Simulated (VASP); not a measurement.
A run of VASP 6.6.1:

INCAR

```
SYSTEM = Cu2W
ALGO = Fast
EDIFF = 1E-6
ENCUT = 520
GGA = PE
ISIF = 2
ISMEAR = 0
LASPH = .True.
LCHARG = .False.
LREAL = .False.
LWAVE = .False.
NBANDS = 25
NELM = 80
PREC = Accurate
SIGMA = 0.1
```

The input KPOINTS:

```
k-points
0
Gamma
  6 6 6
  0 0 0
```

Contents of POSCAR:

```
Cu2W
1.0
    4.2420040677      0.0000000000      0.0000000000
   -2.1210020338      3.6736832856      0.0000000000
    0.0000000000      0.0000000000      2.5458732542
Cu W
2 1
Direct
    0.3333333333      0.6666666667      0.5000000000
    0.6666666667      0.3333333333      0.5000000000
    0.0000000000      0.0000000000      0.0000000000
```

Potentials or basis: VASP PAW PBE potentials, release 64 (Cu, W_sv).

Run with:

```bash
$ cat potpaw_PBE.64/Cu/POTCAR potpaw_PBE.64/W_sv/POTCAR > POTCAR
$ mpirun -np 1 vasp_std > vasp.out
```

Hardware: 1 thread of Intel(R) Xeon(R) 6975P-C (Granite Rapids), on a shared host.

Q: Estimate the wall time of this run.

A: It took 13 s on 1 thread of Intel(R) Xeon(R) 6975P-C (Granite Rapids), with other jobs on the host, peak memory 0.16 GiB. Counts: scf iterations 17, k points 28.
